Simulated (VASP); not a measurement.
# Hf (P6_3/mmc) in VASP: further runs

Hf is run at these levels: PBE; tasks: single point, relaxation of cell and atoms.

Everything below comes from runs of VASP 6.6.1. Logs are shortened: lines on timing, memory, paths and dates and some standing lists are left out, and cuts for length are marked.

**1. The cell of the first run**

Symmetry: P6_3/mmc, No. 194, hexagonal system. The conventional cell has a = 3.205 Å, b = 3.205 Å, c = 5.064 Å, α = 90.00°, β = 90.00°, γ = 120.00°. Within 4.1 Å of Hf (site symmetry -6m2) lie 12 Hf at 3.14 to 3.21 Å.

**2. Single point, PBE**

The input, INCAR:

```
ALGO     = Normal         # electronic algorithm
EDIFF    = 1E-6           # SCF threshold, eV
ENCUT    = 520            # plane-wave cutoff, eV
GGA      = PE             # functional
ISIF     = 2              # what is computed and relaxed
ISMEAR   = -1             # smearing method
LASPH    = True           # aspherical terms in the spheres
LCHARG   = False          # write CHGCAR
LREAL    = False          # projectors in reciprocal space
LWAVE    = False          # write WAVECAR
NBANDS   = 17             # bands
NELM     = 100            # most SCF steps
PREC     = Accurate       # precision mode
SIGMA    = 0.15           # smearing width, eV
```

The input, KPOINTS:

```
k-points
0
Gamma
  14 14 8
```

The input, POSCAR:

```
Hf
1.0
    3.2052794892      0.0000000000      0.0000000000
   -1.6026397446      2.7758534639      0.0000000000
    0.0000000000      0.0000000000      5.0644648307
Hf
2
Direct
    0.3333333333      0.6666666667      0.2500000000
    0.6666666667      0.3333333333      0.7500000000
```

Potentials or basis: VASP PAW PBE potentials, release 64 (Hf_pv).

The run is started by

```
$ cat potpaw_PBE.64/Hf_pv/POTCAR > POTCAR
$ mpirun -np 1 vasp_std > vasp.out
```

OUTCAR:

```text
EDIFF = 1E-6
   ENCUT = 520
   GGA = PE
   ISIF = 2
   ISMEAR = -1
   LASPH = True
   LREAL = False
   NELM = 100
   PREC = Accurate

 ion  position               nearest neighbor table
   1  0.333  0.667  0.250-   2 3.14   2 3.14   2 3.14   2 3.14   2 3.14   2 3.14
   2  0.667  0.333  0.750-   1 3.14   1 3.14   1 3.14   1 3.14   1 3.14   1 3.14

  LATTYP: Found a hexagonal cell.
 ALAT       =     3.2052794892
 C/A-ratio  =     1.5800384484

  Lattice vectors:

 A1 = (   3.2052794892,   0.0000000000,   0.0000000000)
 A2 = (  -1.6026397446,   2.7758534639,   0.0000000000)
 A3 = (   0.0000000000,   0.0000000000,   5.0644648307)

Analysis of symmetry for initial positions (statically):
=====================================================================
 Subroutine PRICEL returns:
 Original cell was already a primitive cell.

 Routine SETGRP: Setting up the symmetry group for a
 hexagonal supercell.

 Subroutine GETGRP returns: Found 24 space group operations
 (whereof 12 operations were pure point group operations)
 out of a pool of 24 trial point group operations.

The static configuration has the point symmetry D_3d.
 The point group associated with its full space group is D_6h.

Analysis of symmetry for dynamics (positions and initial velocities):
=====================================================================
 Subroutine PRICEL returns:
 Original cell was already a primitive cell.

 Routine SETGRP: Setting up the symmetry group for a
 hexagonal supercell.

 Subroutine GETGRP returns: Found 24 space group operations
 (whereof 12 operations were pure point group operations)
 out of a pool of 24 trial point group operations.

The dynamic configuration has the point symmetry D_3d.
 The point group associated with its full space group is D_6h.

 Subroutine INISYM returns: Found 24 space group operations
 (whereof 12 operations are pure point group operations),
 and found     1 'primitive' translations

----------------------------------------------------------------------------------------

                                     Primitive cell

  volume of cell :      45.0605

  direct lattice vectors                    reciprocal lattice vectors
     3.205279489  0.000000000  0.000000000     0.311985274  0.180124782  0.000000000
    -1.602639745  2.775853464  0.000000000     0.000000000  0.360249564  0.000000000
     0.000000000  0.000000000  5.064464831     0.000000000  0.000000000  0.197454229

  length of vectors
     3.205279489  3.205279489  5.064464831     0.360249564  0.360249564  0.197454229

  position of ions in fractional coordinates (direct lattice)
     0.333333333  0.666666667  0.250000000
     0.666666667  0.333333333  0.750000000

  ion indices of the primitive-cell ions
   primitive index   ion index
                 1           1
                 2           2

----------------------------------------------------------------------------------------

 KPOINTS: k-points

Automatic generation of k-mesh.
 Grid dimensions read from file:
 generate k-points for:   14   14    8

 Generating k-lattice:

  Cartesian coordinates                     Fractional coordinates (reciprocal lattice)
     0.022284662  0.012866056  0.000000000     0.071428571  0.000000000  0.000000000
     0.000000000  0.025732112  0.000000000     0.000000000  0.071428571  0.000000000
     0.000000000  0.000000000  0.024681779     0.000000000  0.000000000  0.125000000

  Length of vectors
     0.025732112  0.025732112  0.024681779

  Shift w.r.t. Gamma in fractional coordinates (k-lattice)
     0.000000000  0.000000000  0.000000000

 Subroutine IBZKPT returns following result:
 ===========================================

 Found    120 irreducible k-points:

 Following reciprocal coordinates:
            Coordinates               Weight
  0.000000  0.000000  0.000000      1.000000
  0.071429 -0.000000  0.000000      6.000000
  0.142857 -0.000000  0.000000      6.000000
  0.214286 -0.000000  0.000000      6.000000
  0.285714  0.000000  0.000000      6.000000
  0.357143 -0.000000  0.000000      6.000000
[... 16 lines left out ...]
  0.285714  0.285714  0.000000      6.000000
  0.357143  0.285714  0.000000      6.000000
 [... further k-points ...]
   k-points           NKPTS =    120   k-points in BZ     NKDIM =    120   number of bands    NBANDS=     17
   number of dos      NEDOS =    301   number of ions     NIONS =      2
   total plane-waves  NPLWV =  23040
   dimension x,y,z NGX =    24 NGY =   24 NGZ =   40
   dimension x,y,z NGXF=    48 NGYF=   48 NGZF=   80
   ions per type =               2
   NGX,Y,Z   is equivalent  to a cutoff of  12.45, 12.45, 13.13 a.u.
   NGXF,Y,Z  is equivalent  to a cutoff of  24.90, 24.90, 26.26 a.u.
 SYSTEM =  unknown system
   PREC   = accura    normal or accurate (medium, high low for compatibility)
   ISTART =      0    job   : 0-new  1-cont  2-samecut
   ICHARG =      2    charge: 1-file 2-atom 10-const
   ISPIN  =      1    spin polarized calculation?
   LNONCOLLINEAR =      F non collinear calculations
   LSORBIT =      F    spin-orbit coupling
   LASPH  =      T    aspherical Exc in radial PAW
   ENCUT  =  520.0 eV  38.22 Ry    6.18 a.u.   5.96  5.96  9.42*2*pi/ulx,y,z
   NELM   =    100;   NELMIN=  2; NELMDL= -5     # of ELM steps
   EDIFF  = 0.1E-05   stopping-criterion for ELM
   LREAL  =      F    real-space projection
   EDIFFG = 0.1E-04   stopping-criterion for IOM
   NSW    =      0    number of steps for IOM
   IBRION =     -1    ionic relax: 0-MD 1-quasi-New 2-CG
   NFREE  =      0    steps in history (QN), initial steepest desc. (CG)
   ISIF   =      2    stress and relaxation
   ISYM   =      2    0-nonsym 1-usesym 2-fastsym
   POTIM  = 0.5000    time-step for ionic-motion
   TEBEG  =    0.0;   TEEND  =   0.0 temperature during run
   PSTRESS=    0.0 pullay stress
   NELECT =      20.0000    total number of electrons
   NUPDOWN=      -1.0000    fix difference up-down
   EMIN   =  10.00;   EMAX   =-10.00  energy-range for DOS
   EFERMI =   0.00;   METHOD = LEGACY
   ISMEAR =    -1;   SIGMA  =   0.15  broadening in eV -4-tet -1-fermi 0-gaus
   EFERMI_NEDOS =   21; number of points for ismear=-14 and -15
   IALGO  =     38    algorithm
   IMIX   =      4    mixing-type and parameters
     AMIX     =   0.40;   BMIX     =  1.00
     AMIX_MAG =   1.60;   BMIX_MAG =  1.00
  volume/ion in A,a.u.               =      22.53       152.04
  Fermi-wavevector in a.u.,A,eV,Ry     =   1.248781  2.359853 21.217648  1.559453
  Thomas-Fermi vector in A             =   2.382851
   LORBIT       =      0    0 simple, 1 ext, 2 COOP (PROOUT), +10 PAW based schemes
   GGA     = PE    functional components
   LHFCALC =     F    Hartree Fock is set to
   AEXX    =    0.0000 exact exchange contribution
   IVDW    =     0    specifies the selected vdW correction
   LEPSILON=     F    determine dielectric tensor
   LRPA    =     F    only Hartree local field effects (RPA)
 non-spin polarized calculation
  energy-cutoff  :      520.00
  volume of cell :       45.06
 maximum number of plane-waves:      1236
 NGX is ok and might be reduce to    24
   NGX = 11   NGY = 11   NGZ = 19

 number of electron      20.0000005 magnetization

 Free energy of the ion-electron system (eV)
  ---------------------------------------------------
  ext. energy  EPLUGINS =         0.00000000
  ---------------------------------------------------
  free energy    TOTEN  =       -19.91321498 eV

  energy without entropy =      -19.77394835  energy(sigma->0) =      -19.84358166

 E-fermi :   4.8320     XC(G=0): -11.2506

 val. band max:        4.8293054754   @ k =   0.1429   0.0714   0.3750
 cond. band min:       4.8593117517   @ k =   0.2857   0.2857   0.2500
 fundamental gap:      0.0300062763
 Fermi energy:         4.8320400199

 k-point     1 :       0.0000    0.0000    0.0000
  band No.  band energies     occupation
      1     -26.2003      2.00000
      2     -25.4829      2.00000
      3     -25.4829      2.00000
      4     -25.3570      2.00000
      5     -25.3570      2.00000
      6     -25.3509      2.00000
[... 9 lines left out ...]
     16       7.4872      0.00000
     17      10.1695      0.00000

 k-point     2 :       0.0714   -0.0000    0.0000
  band No.  band energies     occupation
      1     -26.1874      2.00000
      2     -25.5103      2.00000
      3     -25.4921      2.00000
      4     -25.3860      2.00000
      5     -25.3607      2.00000
      6     -25.3569      2.00000
[... 9 lines left out ...]
     16       7.3404      0.00000
     17      10.2890      0.00000

 k-point     3 :       0.1429   -0.0000    0.0000
  band No.  band energies     occupation
      1     -26.1499      2.00000
      2     -25.5871      2.00000
      3     -25.5174      2.00000
      4     -25.4657      2.00000
      5     -25.3749      2.00000
      6     -25.3715      2.00000
[... 9 lines left out ...]
     16       7.3997      0.00000
     17      10.5572      0.00000

 k-point     4 :       0.2143   -0.0000    0.0000
  band No.  band energies     occupation
      1     -26.0916      2.00000
      2     -25.6982      2.00000
      3     -25.5770      2.00000
      4     -25.5526      2.00000
      5     -25.4050      2.00000
      6     -25.3882      2.00000
[... 9 lines left out ...]
     16       8.0408      0.00000
     17      10.8367      0.00000
[... 343 lines left out ...]
      1     -25.9677      2.00000
      2     -25.8374      2.00000
      3     -25.7868      2.00000
      4     -25.7507      2.00000
      5     -25.6120      2.00000
      6     -25.5801      2.00000
[... 9 lines left out ...]
     16      10.7438      0.00000
     17      11.3308      0.00000

 k-point    23 :       0.2857    0.2857    0.0000
  band No.  band energies     occupation
      1     -25.9394      2.00000
      2     -25.8426      2.00000
      3     -25.7763      2.00000
      4     -25.7506      2.00000
      5     -25.6209      2.00000
      6     -25.6200      2.00000
[... 9 lines left out ...]
     16      10.6615      0.00000
     17      11.2998      0.00000

 k-point    24 :       0.3571    0.2857    0.0000
  band No.  band energies     occupation
      1     -25.9416      2.00000
      2     -25.8047      2.00000
      3     -25.8017      2.00000
      4     -25.7307      2.00000
      5     -25.6621      2.00000
      6     -25.6463      2.00000
[... 9 lines left out ...]
     16      10.6201      0.00000
     17      10.6282      0.00000

 [... further k-points ...]
[... 5 lines left out ...]
  --------------------------------------------------------------------------------------
  -------------------------------------------------------------------------------------
  Total       -0.0987483     -0.0987483      0.0152129     -0.0000000      0.0000000     -0.0000000
  in kB       -3.5111092     -3.5111092      0.5409123     -0.0000000      0.0000000     -0.0000000
  external PRESSURE =      -2.1604354 kB  Pullay stress =       0.0000000 kB

 VOLUME and BASIS-vectors are now :
 -----------------------------------------------------------------------------
  energy-cutoff  :      520.00
  volume of cell :       45.06
      direct lattice vectors                 reciprocal lattice vectors
     3.205279489  0.000000000  0.000000000     0.311985274  0.180124782  0.000000000
    -1.602639745  2.775853464  0.000000000     0.000000000  0.360249564  0.000000000
     0.000000000  0.000000000  5.064464831     0.000000000  0.000000000  0.197454229

 POSITION                                       TOTAL-FORCE (eV/Angst)
 -----------------------------------------------------------------------------------
     -0.00000      1.85057      1.26612        -0.000000     -0.000000      0.000000
      1.60264      0.92528      3.79835         0.000000      0.000000      0.000000
 -----------------------------------------------------------------------------------
    total drift:                               -0.000000      0.000000     -0.000000

  FREE ENERGIE OF THE ION-ELECTRON SYSTEM (eV)
  ---------------------------------------------------
  free  energy   TOTEN  =       -19.9132149756 eV

  energy  without entropy=      -19.7739483450  energy(sigma->0) =      -19.84358166
```

Wall time 31 s (1 thread of Intel Xeon 6975P-C (Granite Rapids), shared host); peak memory 0.21 GiB.

What came out:

* Free energy: -19.9132 eV
* Pressure: -0.2 GPa
* Band gap on the k mesh: zero (band 10 reaches 6.04 eV, above the bottom of band 11 at 4.50 eV)

Levels at points of the mesh, in eV from the Fermi level:
```csv
k point,band 6,band 7,band 8,band 9,band 10,band 11,band 12,band 13,band 14,band 15
"(0.00, 0.00, 0.00)",-30.18,-7.32,-3.65,0.67,1.21,1.21,1.51,2.03,2.03,2.66
"(0.50, 0.00, 0.00)",-30.28,-3.31,-2.68,-2.16,-0.78,0.83,0.91,1.72,5.87,6.38
"(0.00, 0.00, 0.50)",-30.25,-5.35,-5.35,0.20,0.20,1.10,1.10,1.10,1.10,4.81
"(0.50, 0.00, 0.50)",-30.38,-3.34,-3.34,-0.93,-0.93,1.19,1.19,2.67,2.67,6.09
```

Caveat: spin-orbit coupling is left out, which moves the levels of the heavy elements.

**3. Single point, PBE**

The input, INCAR:

```
PREC     = Accurate       # precision mode
ENCUT    = 520            # plane-wave cutoff, eV
EDIFF    = 1E-6           # SCF threshold, eV
ISMEAR   = -5             # smearing method
SIGMA    = 0.1            # smearing width, eV
LREAL    = False          # projectors in reciprocal space
LASPH    = True           # aspherical terms in the spheres
NELM     = 60             # most SCF steps
ALGO     = Normal         # electronic algorithm
ISIF     = 2              # what is computed and relaxed
LWAVE    = False          # write WAVECAR
LCHARG   = False          # write CHGCAR
GGA      = PE             # functional
NBANDS   = 17             # bands
```

The input, KPOINTS:

```
regular mesh
0
Gamma
  14 14 8
```

POSCAR is that of step 2.

Potentials or basis: VASP PAW PBE potentials, release 64 (Hf_pv).

The run is started by

```
$ cat potpaw_PBE.64/Hf_pv/POTCAR > POTCAR
$ mpirun -np 1 vasp_std > vasp.out
```

It took 31 s on 1 thread of Intel Xeon 6975P-C (Granite Rapids), shared host; peak memory 0.21 GiB.

The run converged. Its results:

```
Free energy            : -19.8497 eV
Pressure               : -0.4 GPa
Band gap on the k mesh : zero (band 10 reaches 6.05 eV, above the bottom of band 11 at 4.50 eV)
```

Stress tensor (GPa, compression positive):
```
-0.46  0.00  0.00
 0.00 -0.46  0.00
 0.00  0.00 -0.34
```

Levels at points of the mesh, in eV from the Fermi level:
| k point | band 8 | band 9 | band 10 | band 11 | band 12 | band 13 |
| --- | --- | --- | --- | --- | --- | --- |
| (0.00, 0.00, 0.00) | -3.70 | 0.61 | 1.16 | 1.16 | 1.45 | 1.97 |
| (0.50, 0.00, 0.00) | -2.74 | -2.22 | -0.84 | 0.76 | 0.85 | 1.66 |
| (0.00, 0.00, 0.50) | -5.41 | 0.13 | 0.13 | 1.04 | 1.04 | 1.04 |
| (0.50, 0.00, 0.50) | -3.40 | -0.99 | -0.99 | 1.13 | 1.13 | 2.61 |

Caveat: spin-orbit coupling is left out, which moves the levels of the heavy elements; tetrahedron occupations give inexact forces and stress in metals.

**4. Relaxation of cell and atoms, PBE**

This run uses another cell than the first one, of 20.17 Å³/atom, 0.895 times its volume.

The input, INCAR:

```
  PREC = Accurate
  ENCUT = 600
  EDIFF = 1E-6
  ISMEAR = -1
  SIGMA = 0.05
  LREAL = F
  LASPH = T
  NELM = 80
  ALGO = Normal
  ISIF = 3
  LWAVE = F
  LCHARG = F
  GGA = PE
  IBRION = 2
  NSW = 100
  EDIFFG = -0.005
```

KPOINTS is that of step 3.

The input, POSCAR:

```
Hf
1.0
    3.0637874143      0.0000000000      0.0000000000
   -1.5318937071      2.6533177326      0.0000000000
    0.0000000000      0.0000000000      4.9633356111
Hf
2
Direct
    0.3333333333      0.6666666667      0.2500000000
    0.6666666667      0.3333333333      0.7500000000
```

The run is started by

```
$ cat potpaw_PBE.64/Hf_pv/POTCAR > POTCAR
$ mpirun -np 1 vasp_std > vasp.out
```

It took 2.5 min on 1 thread of Intel Xeon 6975P-C (Granite Rapids), shared host; peak memory 0.22 GiB.

Results (log left out):

| Property | Result |
| --- | --- |
| Free energy | -19.8570 eV |
| Relaxed volume | 22.44 Å³/atom |
| Relaxed cell | a = 3.202 Å, b = 3.202 Å, c = 5.055 Å, α = 90.00°, β = 90.00°, γ = 120.00° |
| Space group after relaxing (to 0.05 Å) | P6_3/mmc (No. 194) |
| Energy gained by relaxing | 93.8 meV/atom |
| Ionic steps | 10 |
| Pressure after relaxing | 0.0 GPa |
| Band gap on the k mesh | zero (band 10 reaches 6.07 eV, above the bottom of band 11 at 4.53 eV) |

The path:
| step | energy change (eV) | largest force (eV/Å) | pressure (GPa) | volume (Å³) |
| --- | --- | --- | --- | --- |
| 1 | 0.0000 | 0.0000 | 13.82 | 40.35 |
| 2 | 0.0744 | 0.0000 | -11.60 | 51.39 |
| 3 | -0.1838 | 0.0000 | -0.43 | 45.05 |
| 4 | -0.1839 | 0.0000 | -0.16 | 44.93 |
| 5 | -0.1839 | 0.0000 | 0.07 | 44.83 |
| 6 | -0.1872 | 0.0000 | 0.15 | 44.81 |
| 7 | -0.1875 | 0.0000 | 0.18 | 44.80 |
| 8 | -0.1875 | 0.0000 | 0.18 | 44.80 |
| 9 | -0.1875 | 0.0000 | -0.20 | 44.96 |
| 10 | -0.1875 | 0.0000 | 0.00 | 44.88 |

Final structure:
```xyz
2
Lattice="3.2016 0.0000 0.0000 -1.6008 2.7727 0.0000 0.0000 0.0000 5.0554" Properties=species:S:1:pos:R:3 pbc="T T T"
Hf    0.0000    1.8484    1.2638
Hf    1.6008    0.9242    3.7915
```

Levels at points of the mesh, in eV from the Fermi level:
```tsv
k point	band 8	band 9	band 10	band 11	band 12	band 13
(0.00, 0.00, 0.00)	-3.70	0.64	1.17	1.17	1.47	2.00
(0.50, 0.00, 0.00)	-2.74	-2.22	-0.82	0.78	0.87	1.69
(0.00, 0.00, 0.50)	-5.40	0.15	0.15	1.06	1.06	1.06
(0.50, 0.00, 0.50)	-3.40	-0.98	-0.98	1.16	1.16	2.63
```

Caveat: spin-orbit coupling is left out, which moves the levels of the heavy elements.

**5. The runs side by side**

```tsv
task	cell	cutoff (eV)	smearing	gap on the mesh (eV)	pressure (GPa)
single point	a = 3.205, b = 3.205, c = 5.064 Å, angles 90.0, 90.0, 120.0°, 2 atoms	520	fermi-dirac 0.15 eV	none	-0.2
single point	a = 3.205, b = 3.205, c = 5.064 Å, angles 90.0, 90.0, 120.0°, 2 atoms	520	tetrahedron	none	-0.4
relaxation of cell and atoms	relaxed from a = 3.064, b = 3.064, c = 4.963 Å, angles 90.0, 90.0, 120.0°, 2 atoms	600	fermi-dirac 0.05 eV	none	0.0
```

Alike in all rows: level PBE; potentials or basis VASP PAW PBE potentials, release 64 (Hf_pv); no spin polarisation; k mesh 14 × 14 × 8.

Caveats: spin-orbit coupling is left out, which moves the levels of the heavy elements; tetrahedron occupations give inexact forces and stress in metals (some runs).

Total energies depend on the potentials used, so only differences within one code and one set of settings carry meaning.
